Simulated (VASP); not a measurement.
Set up this calculation in VASP 6.6.1, as the native input.

| Item | Value |
| --- | --- |
| Task | single point |
| Functional | PBE |
| Potentials or basis | VASP PAW PBE potentials, release 64 (Al, Ru_pv) |
| Cutoff | 400 eV |
| k mesh | 1 × 1 × 11 |
| Occupations | gaussian, width 0.05 eV |
| Spin | no spin polarisation |
| Dipole correction | no |
| Further INCAR settings | ALGO = Normal; EDIFF = 1e-06; NBANDS = 120 |

The structure of AlRu lies in POSCAR:

```
AlRu
1.0
   16.4000000000      0.0000000000      0.0000000000
    0.0000000000     15.7000000000      0.0000000000
    0.0000000000      0.0000000000      5.2032273731
Al Ru
12 12
Direct
    0.3504375057      0.4323500420      0.0000000000
    0.3504375057      0.7029498739      0.0000000000
    0.2756562586      0.5676499580      0.3333333333
    0.5747812471      0.2970501261      0.0000000000
    0.5747812471      0.5676499580      0.0000000000
    0.5000000000      0.4323500420      0.3333333333
    0.4252187529      0.2970501261      0.6666666667
    0.5000000000      0.7029498739      0.3333333333
    0.4252187529      0.5676499580      0.6666666667
    0.7243437414      0.5676499580      0.3333333333
    0.6495624943      0.4323500420      0.6666666667
    0.6495624943      0.7029498739      0.6666666667
    0.4252187529      0.2970501261      0.1666666667
    0.4252187529      0.5676499580      0.1666666667
    0.3504375057      0.4323500420      0.5000000000
    0.3504375057      0.7029498739      0.5000000000
    0.2756562586      0.5676499580      0.8333333333
    0.6495624943      0.4323500420      0.1666666667
    0.5747812471      0.2970501261      0.5000000000
    0.6495624943      0.7029498739      0.1666666667
    0.5747812471      0.5676499580      0.5000000000
    0.5000000000      0.4323500420      0.8333333333
    0.5000000000      0.7029498739      0.8333333333
    0.7243437414      0.5676499580      0.8333333333
```

These files were run (other wordings do the same):

INCAR

```
SYSTEM = AlRu
  ALGO = Normal
  EDIFF = 1E-6
  ENCUT = 400
  GGA = PE
  GGA_COMPAT = .False.
  ISIF = 2
  ISMEAR = 0
  LASPH = .True.
  LCHARG = .False.
  LREAL = .False.
  LWAVE = .False.
  NBANDS = 120
  NELM = 120
  PREC = Accurate
  SIGMA = 0.05
```

KPOINTS

```
k-points
0
Gamma
  1 1 11
  0 0 0
```

Potentials or basis: VASP PAW PBE potentials, release 64 (Al, Ru_pv).

Run with:

```bash
$ cat potpaw_PBE.64/Al/POTCAR potpaw_PBE.64/Ru_pv/POTCAR > POTCAR
$ mpirun -np 1 vasp_std > vasp.out
```

Results of the run:

```yaml
Largest_force: 0.882 eV/Å
Band_gap_on_the_k_mesh: zero (bands 102 and 103 overlap by 0.11 eV)
```

It took 45 min on 1 thread of Oxide Virtual Turin-like Processor, with other jobs on the host, peak memory 0.98 GiB.
